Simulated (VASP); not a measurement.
# LiF (I4/mmm) in VASP: a series of runs

LiF is run at these levels: r2SCAN; tasks: single point.

Everything below comes from runs of VASP 6.6.1. Logs are shortened: lines on timing, memory, paths and dates and some standing lists are left out, and cuts for length are marked.

## 1. The cell of the first run

The structure is tetragonal, space group I4/mmm (No. 139). The conventional cell has a = 2.737 Å, b = 2.737 Å, c = 4.078 Å, α = 90.00°, β = 90.00°, γ = 90.00°. Within 2.6 Å of Li (site symmetry 4/mmm) lie 6 F at 1.94 to 2.04 Å. Within 2.6 Å of F (site symmetry 4/mmm) lie 6 Li at 1.94 to 2.04 Å.

## 2. Single point, r2SCAN (epitaxial xy strain -3.0%)

The input, POSCAR:

```
LiF
1.0
    0.0000000000      1.9350255854      2.0391122889
    1.9350255854      0.0000000000      2.0391122889
    1.9350255854      1.9350255854      0.0000000000
Li F
1 1
Direct
    0.0000000000      0.0000000000      0.0000000000
    0.5000000000      0.5000000000      0.5000000000
```

The input, INCAR.step1:

```
SYSTEM = LiF
  PREC = Accurate
  ENCUT = 520
  ISMEAR = 0
  SIGMA = 0.01
  LREAL = .FALSE.
  LASPH = .TRUE.
  NELM = 80
  NBANDS = 12
  GGA = PE
  ALGO = Normal
  EDIFF = 1E-4
  LWAVE = .TRUE.
  LCHARG = .FALSE.
```

The input, INCAR.step2:

```
SYSTEM = LiF
  PREC = Accurate
  ENCUT = 520
  EDIFF = 1E-7
  ISMEAR = 0
  SIGMA = 0.01
  LREAL = .FALSE.
  LASPH = .TRUE.
  NELM = 80
  ALGO = Normal
  ISIF = 2
  LWAVE = .FALSE.
  LCHARG = .FALSE.
  METAGGA = R2SCAN
  LMIXTAU = .TRUE.
  NBANDS = 12
  ISTART = 1
```

The input, KPOINTS:

```
Automatic mesh
0
G
  10 10 10
  0 0 0
```

Potentials or basis: VASP PAW PBE potentials, release 64 (Li_sv, F).

Started as:

```sh
$ cat potpaw_PBE.64/Li_sv/POTCAR potpaw_PBE.64/F/POTCAR > POTCAR
$ cp INCAR.step1 INCAR
$ mpirun -np 1 vasp_std > vasp.out
$ cp INCAR.step2 INCAR
$ mpirun -np 1 vasp_std > vasp.out
```

OUTCAR:

```text
SYSTEM = LiF
   PREC = Accurate
   ENCUT = 520
   EDIFF = 1E-7
   ISMEAR = 0
   LREAL = .FALSE.
   LASPH = .TRUE.
   NELM = 80
   ISIF = 2
   METAGGA = R2SCAN
   ISTART = 1

 ion  position               nearest neighbor table
   1  0.000  0.000  0.000-   2 1.94   2 1.94   2 1.94   2 1.94   2 2.04   2 2.04
   2  0.500  0.500  0.500-   1 1.94   1 1.94   1 1.94   1 1.94   1 2.04   1 2.04

  LATTYP: Found a body centered tetragonal cell.
 ALAT       =     2.7365394264
 C/A-ratio  =     1.4902853357

  Lattice vectors:

 A1 = (  -1.9350255854,   0.0000000000,   2.0391122889)
 A2 = (   1.9350255854,   0.0000000000,   2.0391122889)
 A3 = (   0.0000000000,   1.9350255854,  -2.0391122889)

Analysis of symmetry for initial positions (statically):
=====================================================================
 Subroutine PRICEL returns:
 Original cell was already a primitive cell.

 Routine SETGRP: Setting up the symmetry group for a
 body centered tetragonal supercell.

 Subroutine GETGRP returns: Found 16 space group operations
 (whereof 16 operations were pure point group operations)
 out of a pool of 16 trial point group operations.

The static configuration has the point symmetry D_4h.

Analysis of symmetry for dynamics (positions and initial velocities):
=====================================================================
 Subroutine PRICEL returns:
 Original cell was already a primitive cell.

 Routine SETGRP: Setting up the symmetry group for a
 body centered tetragonal supercell.

 Subroutine GETGRP returns: Found 16 space group operations
 (whereof 16 operations were pure point group operations)
 out of a pool of 16 trial point group operations.

The dynamic configuration has the point symmetry D_4h.

 Subroutine INISYM returns: Found 16 space group operations
 (whereof 16 operations are pure point group operations),
 and found     1 'primitive' translations

----------------------------------------------------------------------------------------

                                     Primitive cell

  volume of cell :      15.2702

  direct lattice vectors                    reciprocal lattice vectors
     0.000000000  1.935025585  2.039112289    -0.258394516  0.258394516  0.245204741
     1.935025585  0.000000000  2.039112289     0.258394516 -0.258394516  0.245204741
     1.935025585  1.935025585  0.000000000     0.258394516  0.258394516 -0.245204741

  length of vectors
     2.811103510  2.811103510  2.736539426     0.440069105  0.440069105  0.440069105

  position of ions in fractional coordinates (direct lattice)
     0.000000000  0.000000000  0.000000000
     0.500000000  0.500000000  0.500000000

  ion indices of the primitive-cell ions
   primitive index   ion index
                 1           1
                 2           2

----------------------------------------------------------------------------------------

 KPOINTS: Automatic mesh

Automatic generation of k-mesh.
 Grid dimensions read from file:
 generate k-points for:   10   10   10

 Generating k-lattice:

  Cartesian coordinates                     Fractional coordinates (reciprocal lattice)
    -0.025839452  0.025839452  0.024520474     0.100000000  0.000000000  0.000000000
     0.025839452 -0.025839452  0.024520474     0.000000000  0.100000000  0.000000000
     0.025839452  0.025839452 -0.024520474    -0.000000000 -0.000000000  0.100000000

  Length of vectors
     0.044006910  0.044006910  0.044006910

  Shift w.r.t. Gamma in fractional coordinates (k-lattice)
     0.000000000  0.000000000  0.000000000

 Subroutine IBZKPT returns following result:
 ===========================================

 Found    102 irreducible k-points:

 Following reciprocal coordinates:
            Coordinates               Weight
  0.000000  0.000000  0.000000      1.000000
  0.100000  0.000000  0.000000      8.000000
  0.200000  0.000000  0.000000      8.000000
  0.300000  0.000000  0.000000      8.000000
  0.400000  0.000000  0.000000      8.000000
  0.500000  0.000000  0.000000      4.000000
[... 16 lines left out ...]
  0.300000  0.300000  0.000000      2.000000
  0.400000  0.300000  0.000000      8.000000
 [... further k-points ...]
   k-points           NKPTS =    102   k-points in BZ     NKDIM =    102   number of bands    NBANDS=     12
   number of dos      NEDOS =    301   number of ions     NIONS =      2
   total plane-waves  NPLWV =  11520
   dimension x,y,z NGX =    24 NGY =   24 NGZ =   20
   dimension x,y,z NGXF=    48 NGYF=   48 NGZF=   40
   ions per type =               1   1
   NGX,Y,Z   is equivalent  to a cutoff of  14.19, 14.19, 12.15 a.u.
   NGXF,Y,Z  is equivalent  to a cutoff of  28.39, 28.39, 24.30 a.u.
 SYSTEM =  LiF
   PREC   = accura    normal or accurate (medium, high low for compatibility)
   ISTART =      1    job   : 0-new  1-cont  2-samecut
   ICHARG =      0    charge: 1-file 2-atom 10-const
   ISPIN  =      1    spin polarized calculation?
   LNONCOLLINEAR =      F non collinear calculations
   LSORBIT =      F    spin-orbit coupling
   LASPH  =      T    aspherical Exc in radial PAW
   ENCUT  =  520.0 eV  38.22 Ry    6.18 a.u.   5.23  5.23  5.09*2*pi/ulx,y,z
   NELM   =     80;   NELMIN=  2; NELMDL=  0     # of ELM steps
   EDIFF  = 0.1E-06   stopping-criterion for ELM
   LREAL  =      F    real-space projection
   EDIFFG = 0.1E-05   stopping-criterion for IOM
   NSW    =      0    number of steps for IOM
   IBRION =     -1    ionic relax: 0-MD 1-quasi-New 2-CG
   NFREE  =      0    steps in history (QN), initial steepest desc. (CG)
   ISIF   =      2    stress and relaxation
   ISYM   =      2    0-nonsym 1-usesym 2-fastsym
   POTIM  = 0.5000    time-step for ionic-motion
   TEBEG  =    0.0;   TEEND  =   0.0 temperature during run
   PSTRESS=    0.0 pullay stress
   NELECT =      10.0000    total number of electrons
   NUPDOWN=      -1.0000    fix difference up-down
   EMIN   =  10.00;   EMAX   =-10.00  energy-range for DOS
   EFERMI =   0.00;   METHOD = LEGACY
   ISMEAR =     0;   SIGMA  =   0.01  broadening in eV -4-tet -1-fermi 0-gaus
   EFERMI_NEDOS =   21; number of points for ismear=-14 and -15
   IALGO  =     38    algorithm
   IMIX   =      4    mixing-type and parameters
     AMIX     =   0.40;   BMIX     =  1.00
     AMIX_MAG =   1.60;   BMIX_MAG =  1.00
  volume/ion in A,a.u.               =       7.64        51.52
  Fermi-wavevector in a.u.,A,eV,Ry     =   1.421652  2.686533 27.498660  2.021095
  Thomas-Fermi vector in A             =   2.542439
   LORBIT       =      0    0 simple, 1 ext, 2 COOP (PROOUT), +10 PAW based schemes
   METAGGA = R2SCAN    functional components
   LHFCALC =     F    Hartree Fock is set to
   AEXX    =    0.0000 exact exchange contribution
   IVDW    =     0    specifies the selected vdW correction
   LEPSILON=     F    determine dielectric tensor
   LRPA    =     F    only Hartree local field effects (RPA)
 non-spin polarized calculation
 Gauss-broadening in eV      SIGMA  =   0.01
  energy-cutoff  :      520.00
  volume of cell :       15.27
 maximum number of plane-waves:       423
 NGX is ok and might be reduce to    24
   NGX = 11   NGY = 11   NGZ = 11

 number of electron      10.0000004 magnetization

 Free energy of the ion-electron system (eV)
  ---------------------------------------------------
  ext. energy  EPLUGINS =         0.00000000
  ---------------------------------------------------
  free energy    TOTEN  =       -11.88647541 eV

  energy without entropy =      -11.88647541  energy(sigma->0) =      -11.88647541

 E-fermi :  -1.0763     XC(G=0): -10.9030

 val. band max:       -1.1508990764   @ k =   0.0000   0.0000   0.0000
 cond. band min:       9.7122398877   @ k =   0.0000   0.0000   0.0000
 fundamental gap:     10.8631389641
 Fermi energy:        -1.0762982501

 k-point     1 :       0.0000    0.0000    0.0000
  band No.  band energies     occupation
      1     -43.1556      2.00000
      2     -22.5026      2.00000
      3      -1.2581      2.00000
      4      -1.2581      2.00000
      5      -1.1509      2.00000
      6       9.7122      0.00000
      7      24.6870      0.00000
      8      24.9077      0.00000
      9      25.1390      0.00000
     10      25.1418      0.00000
     11      26.3616      0.00000
     12      26.3718      0.00000

 k-point     2 :       0.1000    0.0000    0.0000
  band No.  band energies     occupation
      1     -43.1482      2.00000
      2     -22.4619      2.00000
      3      -1.5297      2.00000
      4      -1.2748      2.00000
      5      -1.2150      2.00000
      6       9.9906      0.00000
      7      22.0703      0.00000
      8      23.5510      0.00000
      9      24.4158      0.00000
     10      26.1800      0.00000
     11      26.7279      0.00000
     12      27.1383      0.00000

 k-point     3 :       0.2000    0.0000    0.0000
  band No.  band energies     occupation
      1     -43.1289      2.00000
      2     -22.3531      2.00000
      3      -2.2513      2.00000
      4      -1.3174      2.00000
      5      -1.3145      2.00000
      6      10.5921      0.00000
      7      19.5046      0.00000
      8      21.8999      0.00000
      9      22.9327      0.00000
     10      27.4697      0.00000
     11      27.8674      0.00000
     12      28.2140      0.00000
[... 286 lines left out ...]
 k-point    23 :       0.3000    0.3000    0.0000
  band No.  band energies     occupation
      1     -43.0988      2.00000
      2     -22.0691      2.00000
      3      -3.3324      2.00000
      4      -1.8952      2.00000
      5      -1.8951      2.00000
      6      12.6471      0.00000
      7      18.5351      0.00000
      8      20.0456      0.00000
      9      22.2716      0.00000
     10      22.2777      0.00000
     11      36.0899      0.00000
     12      36.7985      0.00000

 k-point    24 :       0.4000    0.3000    0.0000
  band No.  band energies     occupation
      1     -43.0852      2.00000
      2     -21.9563      2.00000
      3      -3.7834      2.00000
      4      -2.1254      2.00000
      5      -1.9835      2.00000
      6      13.3887      0.00000
      7      17.5086      0.00000
      8      19.6257      0.00000
      9      22.0082      0.00000
     10      23.0161      0.00000
     11      35.6005      0.00000
     12      36.9402      0.00000

 [... further k-points ...]
[... 5 lines left out ...]
  --------------------------------------------------------------------------------------
  -------------------------------------------------------------------------------------
  Total        0.4738253      0.4738253     -0.0805921      0.0000000     -0.0000000      0.0000000
  in kB       49.7146339     49.7146339     -8.4558714      0.0000000     -0.0000000      0.0000000
  external PRESSURE =      30.3244655 kB  Pullay stress =       0.0000000 kB

 VOLUME and BASIS-vectors are now :
 -----------------------------------------------------------------------------
  energy-cutoff  :      520.00
  volume of cell :       15.27
      direct lattice vectors                 reciprocal lattice vectors
     0.000000000  1.935025585  2.039112289    -0.258394516  0.258394516  0.245204741
     1.935025585  0.000000000  2.039112289     0.258394516 -0.258394516  0.245204741
     1.935025585  1.935025585  0.000000000     0.258394516  0.258394516 -0.245204741

 POSITION                                       TOTAL-FORCE (eV/Angst)
 -----------------------------------------------------------------------------------
      0.00000      0.00000      0.00000         0.000000      0.000000      0.000000
      1.93503      1.93503      2.03911        -0.000000     -0.000000      0.000000
 -----------------------------------------------------------------------------------
    total drift:                               -0.000000     -0.000000      0.000000

  FREE ENERGIE OF THE ION-ELECTRON SYSTEM (eV)
  ---------------------------------------------------
  free  energy   TOTEN  =       -11.8864754129 eV

  energy  without entropy=      -11.8864754129  energy(sigma->0) =      -11.88647541
```

Run time: 53 s. Hardware: 1 thread of Intel Xeon Platinum 8488C (Sapphire Rapids), shared host; peak memory 0.13 GiB.

Results:

- Free energy: -11.8865 eV
- Band gap on the k mesh: 10.86 eV, direct

Caveat: the cell differs from its parent crystal (epitaxial xy strain -3.0%); the cutoff is under 1.25 times the usual one of these potentials, so pressure, stress and relaxed cells hold a basis-set (Pulay) error; the PAW data sets were made with another functional, which shifts forces and pressure a little.

## 3. Single point, r2SCAN (epitaxial xy strain -2.0%)

The input, POSCAR:

```
LiF
1.0
    0.0000000000      1.9549743028      2.0236966024
    1.9549743028      0.0000000000      2.0236966024
    1.9549743028      1.9549743028      0.0000000000
Li F
1 1
Direct
    0.0000000000      0.0000000000      0.0000000000
    0.5000000000      0.5000000000      0.5000000000
```

The input, INCAR.step1:

```
SYSTEM = LiF
PREC = Accurate
ENCUT = 520
ISMEAR = 0
SIGMA = 0.01
LREAL = .FALSE.
LASPH = .TRUE.
NELM = 80
NBANDS = 12
GGA = PE
ALGO = Normal
EDIFF = 1E-4
LWAVE = .TRUE.
LCHARG = .FALSE.
```

The input, INCAR.step2:

```
SYSTEM = LiF
PREC = Accurate
ENCUT = 520
EDIFF = 1E-6
ISMEAR = 0
SIGMA = 0.01
LREAL = .FALSE.
LASPH = .TRUE.
NELM = 80
ALGO = Normal
ISIF = 2
LWAVE = .FALSE.
LCHARG = .FALSE.
METAGGA = R2SCAN
LMIXTAU = .TRUE.
NBANDS = 12
ISTART = 1
```

KPOINTS is that of step 2.

Potentials or basis: VASP PAW PBE potentials, release 64 (Li_sv, F).

Started as:

```sh
$ cat potpaw_PBE.64/Li_sv/POTCAR potpaw_PBE.64/F/POTCAR > POTCAR
$ cp INCAR.step1 INCAR
$ mpirun -np 1 vasp_std > vasp.out
$ cp INCAR.step2 INCAR
$ mpirun -np 1 vasp_std > vasp.out
```

It took 42 s on 1 thread of Intel Xeon Platinum 8488C (Sapphire Rapids), shared host; peak memory 0.14 GiB.

It converged, with:

| Item | Value |
| --- | --- |
| Free energy | -11.8964 eV |
| Band gap on the k mesh | 10.76 eV, direct |

Levels at points of the mesh, in eV from the valence-band top:
```csv
k point,band 3,band 4,band 5,band 6,band 7,band 8
"(0.00, 0.00, 0.00)",-0.08,-0.08,0.00,10.76,25.80,26.10
"(0.50, 0.00, 0.00)",-2.70,-0.35,-0.27,12.10,18.78,20.53
"(0.50, 0.50, 0.00)",-3.32,-1.07,-1.07,16.13,18.01,19.81
"(0.50, 0.00, 0.50)",-3.29,-1.29,-1.06,16.80,17.51,19.81
```

Caveat: the cell differs from its parent crystal (epitaxial xy strain -2.0%); the cutoff is under 1.25 times the usual one of these potentials, so pressure, stress and relaxed cells hold a basis-set (Pulay) error; the PAW data sets were made with another functional, which shifts forces and pressure a little. A k mesh can miss the band edges.

## 4. Single point, r2SCAN (epitaxial xy strain -1.0%)

The input, POSCAR:

```
LiF
1.0
    0.0000000000      1.9749230202      2.0090937310
    1.9749230202      0.0000000000      2.0090937310
    1.9749230202      1.9749230202      0.0000000000
Li F
1 1
Direct
    0.0000000000      0.0000000000      0.0000000000
    0.5000000000      0.5000000000      0.5000000000
```

The input, INCAR.step1:

```
SYSTEM = LiF
PREC = Accurate ; ENCUT = 520
ISMEAR = 0 ; SIGMA = 0.01
LREAL = .False. ; LASPH = .True.
NELM = 60 ; NBANDS = 12
GGA = PE ; ALGO = Normal
EDIFF = 1E-4 ; LWAVE = .True.
LCHARG = .False.
```

The input, INCAR.step2:

```
SYSTEM = LiF
PREC = Accurate ; ENCUT = 520
EDIFF = 1E-6 ; ISMEAR = 0
SIGMA = 0.01 ; LREAL = .False.
LASPH = .True. ; NELM = 60
ALGO = Normal ; ISIF = 2
LWAVE = .False. ; LCHARG = .True.
METAGGA = R2SCAN ; LMIXTAU = .True.
LELF = .True. ; LVHAR = .True.
NBANDS = 12 ; ISTART = 1
```

The input, KPOINTS:

```
Automatic mesh
0
Gamma
  10 10 10
  0 0 0
```

Started as:

```sh
$ cat potpaw_PBE.64/Li_sv/POTCAR potpaw_PBE.64/F/POTCAR > POTCAR
$ cp INCAR.step1 INCAR
$ mpirun -np 1 vasp_std > vasp.out
$ cp INCAR.step2 INCAR
$ mpirun -np 1 vasp_std > vasp.out
```

Wall time 54 s (1 thread of Intel Xeon Platinum 8488C (Sapphire Rapids), shared host); peak memory 0.14 GiB.

Results (log left out):

| Quantity | Value |
| --- | --- |
| Free energy | -11.9016 eV |
| Band gap on the k mesh | 10.65 eV, direct |

Levels at points of the mesh, in eV from the valence-band top:
| k point | band 3 | band 4 | band 5 | band 6 | band 7 | band 8 |
| --- | --- | --- | --- | --- | --- | --- |
| (0.00, 0.00, 0.00) | -0.04 | -0.04 | 0.00 | 10.65 | 25.78 | 25.93 |
| (0.50, 0.00, 0.00) | -2.64 | -0.30 | -0.26 | 12.04 | 18.64 | 20.60 |
| (0.50, 0.50, 0.00) | -3.22 | -1.06 | -1.06 | 16.23 | 17.79 | 19.63 |
| (0.50, 0.00, 0.50) | -3.21 | -1.17 | -1.06 | 16.57 | 17.55 | 19.64 |

Caveat: the cell differs from its parent crystal (epitaxial xy strain -1.0%); the cutoff is under 1.25 times the usual one of these potentials, so pressure, stress and relaxed cells hold a basis-set (Pulay) error; the PAW data sets were made with another functional, which shifts forces and pressure a little. A k mesh can miss the band edges.

(Continued in part 2 of 2.)
